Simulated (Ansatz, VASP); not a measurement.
## BaTiO3 in VASP and in Ansatz

```
CELL_PARAMETERS angstrom
3.98410 0.01992 0.01992
0.02841 2.85128 2.85999
0.00004 -2.82282 2.83161
ATOMIC_POSITIONS crystal
Ba 0.00000 0.00000 0.00000
Ti 0.50000 0.50790 0.50790
O 0.00000 0.49210 0.49210
O 0.50000 0.50251 0.99371
O 0.50000 0.99371 0.50251
```

Change from the starting cell: equal xy, yz and zx shear strains of +1 %, crystal datasets.

Alike in both runs: task electric field gradients; functional PBE; k mesh 8 × 8 × 8; occupations fermi-dirac, width 0.05 eV; no spin polarisation.

```csv
,VASP,Ansatz
version,VASP 6.6.1,Ansatz 0.2.0
potentials or method,"VASP PAW PBE potentials, release 64 (Ba_sv, Ti_sv, O), cutoff 520 eV","all-electron PAW with datasets made for the crystal, scalar-relativistic"
```

|  | VASP | Ansatz | Ansatz less VASP |
| --- | --- | --- | --- |
| pressure (GPa) | 3.7 | 2.0 | -1.76 |
| traceless stress, the component that is largest in VASP (GPa) | -1.24 | -1.20 | +0.036 |
| rms of the force components (eV/Å) | 0.088 | 0.093 | +0.0050 |
| size of Vzz on the site where it differs most (V/Å²) | 9.7 | 9.0 | -0.74 |

Atom by atom the forces differ by 0.009 eV/Å (rms over components). Ansatz ran all-electron here, and VASP with PAW potentials.

Spin-orbit coupling is off throughout.
